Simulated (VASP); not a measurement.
# LiTaH4 (P4/mmm) in VASP: notebook

LiTaH4 is run at these levels: PBE; tasks: single point, relaxation of cell and atoms.

All numbers are computed with VASP 6.6.1; they aren't measurements. Logs are shortened: lines on timing, memory, paths and dates and some standing lists are left out, and cuts for length are marked.

## Step 1: The cell of the first run

Symmetry: P4/mmm, No. 123, tetragonal system. Conventional cell: a = 3.529 Å, b = 3.529 Å, c = 5.709 Å, α = 90.00°, β = 90.00°, γ = 90.00°. Li (site symmetry 4/mmm) has 16 H at 2.68 to 3.36 Å within 3.5 Å. Within 2.3 Å of Ta (site symmetry 4/mmm) lie 6 H at 1.76 to 1.88 Å. Within 2.5 Å of H (site symmetry 4mm) lie 1 Ta at 1.88 Å and 1 H at 1.95 Å. Within 2.3 Å of H (site symmetry mmm) lie 2 Ta at 1.76 Å.

## Step 2: Single point, PBE

INCAR reads:

```
PREC = Accurate ; ENCUT = 520
EDIFF = 1E-7 ; ISMEAR = 0
SIGMA = 0.1 ; LREAL = F
LASPH = T ; NELM = 80
ALGO = Normal ; ISIF = 2
LWAVE = F ; LCHARG = F
GGA = PE ; NBANDS = 18
```

KPOINTS reads:

```
regular mesh
0
Gamma
  4 4 4
```

POSCAR reads:

```
LiTaH4
1.0
    3.5285061029      0.0000000000      0.0000000000
    0.0000000000      3.5285061029      0.0000000000
    0.0000000000      0.0000000000      5.7085064449
Li Ta H
1 1 4
Direct
    0.5000000000      0.5000000000      0.5000000000
    0.0000000000      0.0000000000      0.0000000000
    0.0000000000      0.0000000000      0.6706860559
    0.5000000000      0.0000000000      0.0000000000
    0.0000000000      0.5000000000      0.0000000000
    0.0000000000      0.0000000000      0.3293139441
```

Potentials or basis: VASP PAW PBE potentials, release 64 (Li_sv, Ta_pv, H).

The run is started by

```console
$ cat potpaw_PBE.64/Li_sv/POTCAR potpaw_PBE.64/Ta_pv/POTCAR potpaw_PBE.64/H/POTCAR > POTCAR
$ mpirun -np 1 vasp_std > vasp.out
```

OUTCAR:

```text
PREC = Accurate
   ENCUT = 520
   EDIFF = 1E-7
   ISMEAR = 0
   LREAL = F
   LASPH = T
   NELM = 80
   ISIF = 2
   GGA = PE

 ion  position               nearest neighbor table
   1  0.500  0.500  0.500-
   2  0.000  0.000  0.000-   4 1.76   5 1.76   5 1.76   4 1.76   3 1.88   6 1.88
   3  0.000  0.000  0.671-   2 1.88
   4  0.500  0.000  0.000-   2 1.76   2 1.76
   5  0.000  0.500  0.000-   2 1.76   2 1.76
   6  0.000  0.000  0.329-   2 1.88

  LATTYP: Found a simple tetragonal cell.
 ALAT       =     3.5285061029
 C/A-ratio  =     1.6178253001

  Lattice vectors:

 A1 = (   3.5285061029,   0.0000000000,   0.0000000000)
 A2 = (   0.0000000000,   3.5285061029,   0.0000000000)
 A3 = (   0.0000000000,   0.0000000000,   5.7085064449)

Analysis of symmetry for initial positions (statically):
=====================================================================
 Subroutine PRICEL returns:
 Original cell was already a primitive cell.

 Routine SETGRP: Setting up the symmetry group for a
 simple tetragonal supercell.

 Subroutine GETGRP returns: Found 16 space group operations
 (whereof 16 operations were pure point group operations)
 out of a pool of 16 trial point group operations.

The static configuration has the point symmetry D_4h.

Analysis of symmetry for dynamics (positions and initial velocities):
=====================================================================
 Subroutine PRICEL returns:
 Original cell was already a primitive cell.

 Routine SETGRP: Setting up the symmetry group for a
 simple tetragonal supercell.

 Subroutine GETGRP returns: Found 16 space group operations
 (whereof 16 operations were pure point group operations)
 out of a pool of 16 trial point group operations.

The dynamic configuration has the point symmetry D_4h.

 Subroutine INISYM returns: Found 16 space group operations
 (whereof 16 operations are pure point group operations),
 and found     1 'primitive' translations

----------------------------------------------------------------------------------------

[... 89 lines left out ...]
   LSORBIT =      F    spin-orbit coupling
   LASPH  =      T    aspherical Exc in radial PAW
   ENCUT  =  520.0 eV  38.22 Ry    6.18 a.u.   6.56  6.56 10.61*2*pi/ulx,y,z
   NELM   =     80;   NELMIN=  2; NELMDL= -5     # of ELM steps
   EDIFF  = 0.1E-06   stopping-criterion for ELM
   LREAL  =      F    real-space projection
   EDIFFG = 0.1E-05   stopping-criterion for IOM
   NSW    =      0    number of steps for IOM
   IBRION =     -1    ionic relax: 0-MD 1-quasi-New 2-CG
   NFREE  =      0    steps in history (QN), initial steepest desc. (CG)
   ISIF   =      2    stress and relaxation
   ISYM   =      2    0-nonsym 1-usesym 2-fastsym
   POTIM  = 0.5000    time-step for ionic-motion
   TEBEG  =    0.0;   TEEND  =   0.0 temperature during run
   PSTRESS=    0.0 pullay stress
   NELECT =      18.0000    total number of electrons
   NUPDOWN=      -1.0000    fix difference up-down
   EMIN   =  10.00;   EMAX   =-10.00  energy-range for DOS
   EFERMI =   0.00;   METHOD = LEGACY
   ISMEAR =     0;   SIGMA  =   0.10  broadening in eV -4-tet -1-fermi 0-gaus
   EFERMI_NEDOS =   21; number of points for ismear=-14 and -15
   IALGO  =     38    algorithm
   IMIX   =      4    mixing-type and parameters
     AMIX     =   0.40;   BMIX     =  1.00
     AMIX_MAG =   1.60;   BMIX_MAG =  1.00
  volume/ion in A,a.u.               =      11.85        79.94
  Fermi-wavevector in a.u.,A,eV,Ry     =   1.035772  1.957326 14.596657  1.072824
  Thomas-Fermi vector in A             =   2.170131
   LORBIT       =      0    0 simple, 1 ext, 2 COOP (PROOUT), +10 PAW based schemes
   GGA     = PE    functional components
   LHFCALC =     F    Hartree Fock is set to
   AEXX    =    0.0000 exact exchange contribution
   IVDW    =     0    specifies the selected vdW correction
   LEPSILON=     F    determine dielectric tensor
   LRPA    =     F    only Hartree local field effects (RPA)
 non-spin polarized calculation
 Gauss-broadening in eV      SIGMA  =   0.10
  energy-cutoff  :      520.00
  volume of cell :       71.07
 maximum number of plane-waves:      1953
 NGX is ok and might be reduce to    28
   NGX = 13   NGY = 13   NGZ = 21

 number of electron      18.0000018 magnetization

 Free energy of the ion-electron system (eV)
  ---------------------------------------------------
  ext. energy  EPLUGINS =         0.00000000
  ---------------------------------------------------
  free energy    TOTEN  =       -25.35407740 eV

  energy without entropy =      -25.33231484  energy(sigma->0) =      -25.34319612

 E-fermi :   0.9233     XC(G=0):  -8.3786

 val. band max:        0.7806378181   @ k =   0.2500   0.0000   0.5000
 cond. band min:       0.9538172474   @ k =   0.2500   0.2500   0.0000
 fundamental gap:      0.1731794293
 Fermi energy:         0.9232706517

 k-point     1 :       0.0000    0.0000    0.0000
  band No.  band energies     occupation
      1     -46.5751      2.00000
      2     -34.1880      2.00000
      3     -34.1880      2.00000
      4     -34.0825      2.00000
      5      -7.4892      2.00000
      6      -5.5026      2.00000
[... 355 lines left out ...]
      5      -2.5127      2.00000
      6      -2.0801      2.00000
[... 10 lines left out ...]
     17       7.7641      0.00000
     18       9.5003      0.00000

------------------------ aborting loop because EDIFF is reached ----------------------------------------

  FORCE on cell =-STRESS in cart. coord.  units (eV):
  Direction    XX          YY          ZZ          XY          YZ          ZX
  --------------------------------------------------------------------------------------
  -------------------------------------------------------------------------------------
  Total       -0.1534378     -0.1534378     -0.1086903      0.0000000     -0.0000000      0.0000000
  in kB       -3.4589048     -3.4589048     -2.4501749      0.0000000     -0.0000000      0.0000000
  external PRESSURE =      -3.1226615 kB  Pullay stress =       0.0000000 kB

 VOLUME and BASIS-vectors are now :
 -----------------------------------------------------------------------------
  energy-cutoff  :      520.00
  volume of cell :       71.07
      direct lattice vectors                 reciprocal lattice vectors
     3.528506103  0.000000000  0.000000000     0.283406057  0.000000000  0.000000000
     0.000000000  3.528506103  0.000000000     0.000000000  0.283406057  0.000000000
     0.000000000  0.000000000  5.708506445     0.000000000  0.000000000  0.175177169

 POSITION                                       TOTAL-FORCE (eV/Angst)
 -----------------------------------------------------------------------------------
      1.76425      1.76425      2.85425         0.000000      0.000000      0.000000
      0.00000      0.00000      0.00000         0.000000      0.000000      0.000000
      0.00000      0.00000      3.82862         0.000000      0.000000      0.019469
      1.76425      0.00000      0.00000         0.000000      0.000000      0.000000
      0.00000      1.76425      0.00000         0.000000      0.000000      0.000000
      0.00000      0.00000      1.87989        -0.000000      0.000000     -0.019469
 -----------------------------------------------------------------------------------
    total drift:                                0.000000      0.000000     -0.000000

  FREE ENERGIE OF THE ION-ELECTRON SYSTEM (eV)
  ---------------------------------------------------
  free  energy   TOTEN  =       -25.3540773975 eV

  energy  without entropy=      -25.3323148399  energy(sigma->0) =      -25.34319612
```

stdout:

```text
POSCAR found type information on POSCAR LiTaH
 POSCAR found :  3 types and       6 ions
 scaLAPACK will be used
 LDA part: xc-table for (Slater+PW92), standard interpolation
 POSCAR, INCAR and KPOINTS ok, starting setup
 FFT: planning ... GRIDC
 FFT: planning ... GRID_SOFT
 FFT: planning ... GRID
 WAVECAR not read
 entering main loop
```

Wall time 12 s (1 thread of Intel Xeon 6975P-C (Granite Rapids), shared host); peak memory 0.18 GiB.

Results:

```yaml
Free_energy: -25.3541 eV
Largest_force: 0.019 eV/Å
Band_gap_on_the_k_mesh: zero (band 9 reaches 2.28 eV, above the bottom of band 10 at 0.20 eV)
```

Forces in eV/Å, atoms in the order of the input:
```
Li   0.000  0.000  0.000
Ta   0.000  0.000  0.000
H    0.000  0.000  0.019
H    0.000  0.000  0.000
H    0.000  0.000  0.000
H    0.000  0.000 -0.019
```

Levels at points of the mesh, in eV from the Fermi level:
```tsv
k point	band 5	band 6	band 7	band 8	band 9	band 10	band 11	band 12	band 13	band 14
(0.00, 0.00, 0.00)	-8.41	-6.43	-5.52	-2.37	1.36	1.36	2.01	3.05	5.66	6.62
(0.50, 0.00, 0.00)	-7.18	-5.15	-3.88	-1.17	-1.02	0.65	1.57	2.23	2.53	4.00
(0.50, 0.50, 0.00)	-4.77	-3.07	-3.07	-1.80	-0.38	-0.34	-0.34	2.00	3.00	3.26
(0.00, 0.00, 0.50)	-8.28	-6.42	-4.90	-3.99	1.27	1.27	2.01	4.78	6.43	6.92
(0.50, 0.00, 0.50)	-7.07	-3.98	-3.83	-3.68	-1.37	0.66	1.52	2.34	4.03	4.54
(0.50, 0.50, 0.50)	-3.44	-3.00	-3.00	-2.95	-1.80	-0.72	-0.72	2.00	3.23	4.36
```

Caveat: the k points lie up to 0.45 Å⁻¹ apart; the cutoff is under 1.25 times the usual one of these potentials, so pressure, stress and relaxed cells hold a basis-set (Pulay) error; spin-orbit coupling is left out, which moves the levels of the heavy elements.

## Step 3: Single point, PBE

This run uses another cell than the first one, of 14.05 Å³/atom, 1.186 times its volume.

INCAR reads:

```
SYSTEM = LiTaH4
  PREC = Accurate
  ENCUT = 520
  EDIFF = 1E-6
  ISMEAR = 0
  SIGMA = 0.1
  LREAL = .False.
  LASPH = .True.
  NELM = 60
  ALGO = Normal
  ISIF = 2
  LWAVE = .False.
  LCHARG = .True.
  GGA = PE
  LELF = .True.
  LVHAR = .True.
  NBANDS = 18
```

KPOINTS reads:

```
Automatic mesh
0
Gamma
  4 4 4
  0 0 0
```

POSCAR reads:

```
LiTaH4
1.0
    3.7905054800      0.0000000000      0.0000000000
    0.0000000000      3.7905054800      0.0000000000
    0.0000000000      0.0000000000      5.8676173700
Li Ta H
1 1 4
Direct
    0.5000000000      0.5000000000      0.5000000000
    0.0000000000      0.0000000000      0.0000000000
    0.0000000000      0.0000000000      0.6737352500
    0.5000000000      0.0000000000      0.0000000000
    0.0000000000      0.5000000000      0.0000000000
    0.0000000000      0.0000000000      0.3262647500
```

Potentials or basis: VASP PAW PBE potentials, release 64 (Li_sv, Ta_pv, H).

The run is started by

```console
$ cat potpaw_PBE.64/Li_sv/POTCAR potpaw_PBE.64/Ta_pv/POTCAR potpaw_PBE.64/H/POTCAR > POTCAR
$ mpirun -np 1 vasp_std > vasp.out
```

OUTCAR:

```text
SYSTEM = LiTaH4
   PREC = Accurate
   ENCUT = 520
   EDIFF = 1E-6
   ISMEAR = 0
   LREAL = .False.
   LASPH = .True.
   NELM = 60
   ISIF = 2
   GGA = PE

 ion  position               nearest neighbor table
   1  0.500  0.500  0.500-
   2  0.000  0.000  0.000-   4 1.90   5 1.90   5 1.90   4 1.90   3 1.91   6 1.91
   3  0.000  0.000  0.674-   2 1.91
   4  0.500  0.000  0.000-   2 1.90   2 1.90
   5  0.000  0.500  0.000-   2 1.90   2 1.90
   6  0.000  0.000  0.326-   2 1.91

[... 575 lines left out ...]
  -------------------------------------------------------------------------------------
  Total       -4.8653991     -4.8653991     -1.8117295      0.0000000      0.0000000      0.0000000
  in kB      -92.4640701    -92.4640701    -34.4308627      0.0000000      0.0000000      0.0000000
  external PRESSURE =     -73.1196676 kB  Pullay stress =       0.0000000 kB

 VOLUME and BASIS-vectors are now :
 -----------------------------------------------------------------------------
  energy-cutoff  :      520.00
  volume of cell :       84.31
      direct lattice vectors                 reciprocal lattice vectors
     3.790505480  0.000000000  0.000000000     0.263817057  0.000000000  0.000000000
     0.000000000  3.790505480  0.000000000     0.000000000  0.263817057  0.000000000
     0.000000000  0.000000000  5.867617370     0.000000000  0.000000000  0.170426927

 POSITION                                       TOTAL-FORCE (eV/Angst)
 -----------------------------------------------------------------------------------
      1.89525      1.89525      2.93381         0.000000      0.000000      0.000000
      0.00000      0.00000      0.00000         0.000000      0.000000      0.000000
      0.00000      0.00000      3.95322        -0.000000      0.000000      0.329675
      1.89525      0.00000      0.00000         0.000000      0.000000      0.000000
      0.00000      1.89525      0.00000         0.000000      0.000000      0.000000
      0.00000      0.00000      1.91440        -0.000000      0.000000     -0.329675
 -----------------------------------------------------------------------------------
    total drift:                                0.000000      0.000000     -0.000000

  FREE ENERGIE OF THE ION-ELECTRON SYSTEM (eV)
  ---------------------------------------------------
  free  energy   TOTEN  =       -24.9592022451 eV

  energy  without entropy=      -24.9358577246  energy(sigma->0) =      -24.94752998
```

stdout:

```text
POSCAR found type information on POSCAR LiTaH
 POSCAR found :  3 types and       6 ions
 scaLAPACK will be used
 LDA part: xc-table for (Slater+PW92), standard interpolation
 POSCAR, INCAR and KPOINTS ok, starting setup
 FFT: planning ... GRIDC
 FFT: planning ... GRID_SOFT
 FFT: planning ... GRID
 WAVECAR not read
 entering main loop
```

Run time: 16 s. Hardware: 1 thread of Intel Xeon 6975P-C (Granite Rapids), shared host; peak memory 0.19 GiB.

What came out:

* Free energy: -24.9592 eV
* Largest force: 0.330 eV/Å
* Band gap on the k mesh: zero (band 9 reaches 1.28 eV, above the bottom of band 10 at -0.26 eV)

Forces on the atoms (eV/Å):
```
Li   0.000  0.000  0.000
Ta   0.000  0.000  0.000
H    0.000  0.000  0.330
H    0.000  0.000  0.000
H    0.000  0.000  0.000
H    0.000  0.000 -0.330
```

Levels at points of the mesh, in eV from the Fermi level:
```tsv
k point	band 5	band 6	band 7	band 8	band 9	band 10	band 11	band 12	band 13	band 14
(0.00, 0.00, 0.00)	-7.60	-5.54	-4.93	-2.07	1.00	1.00	1.42	2.64	5.12	5.73
(0.50, 0.00, 0.00)	-6.47	-4.69	-3.80	-1.18	-0.70	0.46	1.14	1.47	2.33	3.59
(0.50, 0.50, 0.00)	-4.59	-3.20	-3.20	-1.34	-0.59	-0.21	-0.21	1.34	1.95	3.18
(0.00, 0.00, 0.50)	-7.45	-5.54	-4.36	-3.66	0.92	0.92	1.42	4.28	5.74	6.36
(0.50, 0.00, 0.50)	-6.34	-3.75	-3.60	-3.51	-1.05	0.47	1.10	1.50	3.54	4.31
(0.50, 0.50, 0.50)	-3.46	-3.15	-3.15	-2.81	-1.33	-0.54	-0.54	1.34	2.01	4.06
```

Caveat: the k points lie up to 0.41 Å⁻¹ apart; the cutoff is under 1.25 times the usual one of these potentials, so pressure, stress and relaxed cells hold a basis-set (Pulay) error; spin-orbit coupling is left out, which moves the levels of the heavy elements.

[end of part 1 of 2]
